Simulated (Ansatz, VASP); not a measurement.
**One calculation of Rb2MgAgC6N6, two programs**

```xyz
16
Lattice="0.0000 5.2670 5.2670 5.2670 0.0000 5.2670 5.2670 5.2670 0.0000" Properties=species:S:1:pos:R:3 pbc="T T T"
Rb    2.6335    2.6335    2.6335
Rb    7.9005    7.9005    7.9005
Mg    5.2670    5.2670    5.2670
Ag    0.0000    0.0000    0.0000
C     2.0220    5.2670    5.2670
C     5.2670    2.0220    5.2670
C     5.2670    5.2670    2.0220
C     8.5120    5.2670    5.2670
C     5.2670    8.5120    5.2670
C     5.2670    5.2670    8.5120
N     3.1920    5.2670    5.2670
N     5.2670    3.1920    5.2670
N     5.2670    5.2670    3.1920
N     7.3420    5.2670    5.2670
N     5.2670    7.3420    5.2670
N     5.2670    5.2670    7.3420
```

Alike in both runs: task single point; functional PBE; k mesh 4 × 4 × 4; occupations gaussian, width 0.1 eV; no spin polarisation.

|  | VASP | Ansatz |
| --- | --- | --- |
| version | VASP 6.6.1 | Ansatz 0.2.0 |
| potentials or method | VASP PAW PBE potentials, release 64 (Rb_sv, Mg, Ag, C, N), cutoff 520 eV | scalar-relativistic, plane waves, PAW |
| valence electrons in the cell | 85 | 101 |

|  | VASP | Ansatz | Ansatz less VASP |
| --- | --- | --- | --- |
| gap on the k mesh at the Fermi level (eV) | none | none | - |
| pressure (GPa) | 11.6 | 11.3 | -0.28 |
| rms of the force components (eV/Å) | 1.119 | 1.272 | +0.1532 |

Atom by atom the forces differ by 0.210 eV/Å (rms over components). A gap of «none» marks a metal or a gap that the smearing closes. With one functional, cell and mesh, what is left measures potentials, basis and numerics. VASP's potentials hold 85 valence electrons a cell and Ansatz's 101, so a difference there can come from the potentials and not from the codes.

Noted on VASP's run: the standard files for N, O and F lose accuracy on very short bonds.
